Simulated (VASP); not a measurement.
A run of VASP 6.6.1 is set up as follows.

File POSCAR:

```
Ca
1.0
    0.0000000000      2.7835023068      2.7835023068
    2.7835023068      0.0000000000      2.7835023068
    2.7835023068      2.7835023068      0.0000000000
Ca
1
Direct
    0.0000000000      0.0000000000      0.0000000000
```

File INCAR.step1:

```
SYSTEM = Ca
  PREC = Accurate
  ENCUT = 520
  ISMEAR = 0
  SIGMA = 0.3
  LREAL = .FALSE.
  LASPH = .TRUE.
  NELM = 80
  NBANDS = 11
  GGA = PE
  ALGO = Normal
  EDIFF = 1E-4
  LWAVE = .TRUE.
  LCHARG = .FALSE.
```

INCAR.step2

```
SYSTEM = Ca
  PREC = Accurate
  ENCUT = 520
  EDIFF = 1E-6
  ISMEAR = 0
  SIGMA = 0.3
  LREAL = .FALSE.
  LASPH = .TRUE.
  NELM = 80
  ALGO = Normal
  ISIF = 2
  LWAVE = .FALSE.
  LCHARG = .FALSE.
  METAGGA = R2SCAN
  LMIXTAU = .TRUE.
  NBANDS = 11
  ISTART = 1
```

The input KPOINTS:

```
regular mesh
0
G
  10 10 10
  0 0 0
```

Potentials or basis: VASP PAW PBE potentials, release 64 (Ca_sv).

Launch:

```bash
$ cat potpaw_PBE.64/Ca_sv/POTCAR > POTCAR
$ cp INCAR.step1 INCAR
$ mpirun -np 1 vasp_std > vasp.out
$ cp INCAR.step2 INCAR
$ mpirun -np 1 vasp_std > vasp.out
```

Task: What does it give for the band gap on the k mesh?

Result: Zero (bands 5 and 6 overlap by 0.48 eV).

Task: Estimate the pressure.

Result: 0.1 GPa.

Caveat: so wide a smearing shifts energies and pressures; the PAW data sets were made with another functional, which shifts forces and pressure a little.
